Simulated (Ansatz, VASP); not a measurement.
**TiCo: VASP beside Ansatz**

The input INCAR:

```
PREC = Accurate ; ENCUT = 520
EDIFF = 1E-6 ; ISMEAR = 0
SIGMA = 0.1 ; LREAL = False
LASPH = True ; NELM = 150
ALGO = Normal ; ISIF = 2
LWAVE = False ; LCHARG = False
ISPIN = 2 ; MAGMOM = 0 0.75
LORBIT = 11 ; LMAXMIX = 4
GGA = PS ; NBANDS = 22
```

KPOINTS

```
Automatic mesh
0
Gamma
  18 18 18
```

The input POSCAR:

```
TiCo
1.0
    2.9385074037      0.0000000000      0.0000000000
    0.0000000000      2.9385074037      0.0000000000
    0.0000000000      0.0000000000      2.8797372557
Ti Co
1 1
Direct
    0.0000000000      0.0000000000      0.0000000000
    0.5000000000      0.5000000000      0.5000000000
```

Input for Ansatz:

```yaml
crystal:
  lattice:
    - [2.9385074037, 0.0, 0.0]
    - [0.0, 2.9385074037, 0.0]
    - [0.0, 0.0, 2.8797372557]
  atoms:
    - { symbol: Ti, position: [0.0, 0.0, 0.0] }
    - { symbol: Co, position: [0.5, 0.5, 0.5], spin: 0.75 }
basis:
  ecutwfc: 420
kpoints:
  mp_grid: { grid: [18, 18, 18] }
hamiltonian:
  xc: pbesol
scf:
  occupations: { method: gaussian, width: 0.1 }
output:
  forces: true
  stress: true
  eigenvalues: true
  populations: true
magnetization:
  spin_polarized: true
```

Change from the starting cell: strain along c alone, the other axes held, atoms relaxed: -2.0 %.

Alike in both runs: task single point; functional PBEsol; k mesh 18 × 18 × 18; occupations gaussian, width 0.1 eV; collinear spin.

|  | VASP | Ansatz |
| --- | --- | --- |
| version | VASP 6.6.1 | Ansatz 0.2.0 |
| potentials or method | VASP PAW PBE potentials, release 64 (Ti_sv, Co), cutoff 520 eV | scalar-relativistic, plane waves, PAW |
| valence electrons in the cell | 21 | 29 |

VASP gave:

```
gap on the k mesh at the Fermi level (eV)                     : none
pressure (GPa)                                                : 3.3
traceless stress, the component that is largest in VASP (GPa) : 0.93
net moment per atom (μB)                                      : 0.29
size of the moment on the site where the two differ most (μB) : 0.58
```

**Question.** Estimate Ansatz's values.

**Answer.** gap on the k mesh at the Fermi level (eV): none; pressure (GPa): 4.1; traceless stress, the component that is largest in VASP (GPa): 1.12; net moment per atom (μB): 0.32; size of the moment on the site where the two differ most (μB): 0.66.

VASP's potentials were made for PBE, not for PBEsol. Site moments also hang on the region over which each program counts them. A gap of «none» marks a metal or a gap that the smearing closes. The functional is the same, so the differences come from potentials, cutoffs and numerics. VASP's potentials hold 21 valence electrons a cell and Ansatz's 29, so a difference there can come from the potentials and not from the codes.
